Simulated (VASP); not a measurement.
Input of a VASP 6.6.1 run:

Contents of INCAR:

```
  PREC = Accurate
  ENCUT = 520
  EDIFF = 1E-6
  ISMEAR = 0
  SIGMA = 0.15
  LREAL = F
  LASPH = T
  NELM = 80
  ALGO = Fast
  ISIF = 2
  LWAVE = F
  LCHARG = T
  GGA = PS
  LELF = T
  LVHAR = T
  NBANDS = 48
```

KPOINTS

```
regular mesh
0
Gamma
  12 12 4
```

POSCAR

```
TiAl2
1.0
   -3.9006678793      0.0000000000      0.0000000000
    0.0000000000      0.0000000000     -3.9724249782
    0.0000000000    -14.0525533426      0.0000000000
Ti Al
4 8
Direct
    0.0000000000      0.0000000000      0.3484055804
    0.5000000000      0.0000000000      0.7772441355
    0.0000000000      0.0000000000      0.0804329748
    0.5000000000      0.0000000000      0.5092715299
    1.0000000000      0.0000000000      0.6432578327
    0.5000000000      0.0000000000      0.2144192776
    0.0000000000      0.5000000000      0.4949622339
    0.5000000000      0.5000000000      0.0661236788
    0.0000000000      0.5000000000      0.7915534315
    0.5000000000      0.5000000000      0.3627148763
    0.0000000000      0.5000000000      0.2144192776
    0.5000000000      0.5000000000      0.6432578327
```

Potentials or basis: VASP PAW PBE potentials, release 64 (Ti_sv, Al).

The run is started by

```console
$ cat potpaw_PBE.64/Ti_sv/POTCAR potpaw_PBE.64/Al/POTCAR > POTCAR
$ mpirun -np 1 vasp_std > vasp.out
```

(1) Estimate the band gap on the k mesh.

(2) Predict the pressure.

## Answers

(1) zero (bands 36 and 37 overlap by 0.72 eV).

(2) -2.7 GPa.

Caveat: the cell differs from its parent crystal (the distance across one plane changed); the PAW data sets were made with another functional, which shifts forces and pressure a little.
